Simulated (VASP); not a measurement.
Set up this calculation in VASP 6.6.1, as the native input.

```
Task                   : single point
Functional             : RPBE
Potentials or basis    : VASP PAW PBE potentials, release 64 (Re)
Cutoff                 : 520 eV
k mesh                 : 15 × 15 × 15
Occupations            : fermi-dirac, width 0.1 eV
Spin                   : no spin polarisation
Dipole correction      : no
Further INCAR settings : ALGO = Normal; EDIFF = 1e-07; NBANDS = 10
```

The structure of Re lies in POSCAR:

```
Re
1.0
    0.0000000000      1.9381307224      1.9381307224
    1.9381307224      0.0000000000      1.9381307224
    1.9381307224      1.9381307224      0.0000000000
Re
1
Direct
    0.0000000000      0.0000000000      0.0000000000
```

This isn't the form of Re at room conditions, which is hcp.

These files were run (other wordings do the same):

INCAR

```
ALGO = Normal
EDIFF = 1E-7
ENCUT = 520
GGA = RP
ISIF = 2
ISMEAR = -1
LASPH = T
LCHARG = F
LREAL = F
LWAVE = F
NBANDS = 10
NELM = 100
PREC = Accurate
SIGMA = 0.1
```

KPOINTS

```
k-points
0
Gamma
  15 15 15
```

Potentials or basis: VASP PAW PBE potentials, release 64 (Re).

The run is started by

```console
$ cat potpaw_PBE.64/Re/POTCAR > POTCAR
$ mpirun -np 1 vasp_std > vasp.out
```

Results of the run:

The pressure is 15.2 GPa and the band gap on the k mesh is zero (an odd number of electrons rules out a gap without spin polarisation).

Caveat: the cell stands under pressure; the PAW data sets were made with another functional, which shifts forces and pressure a little; spin-orbit coupling is left out, which moves the levels of the heavy elements.

Wall time 27 s on 1 thread of Intel Xeon 8259CL (shared host), peak memory 0.14 GiB.
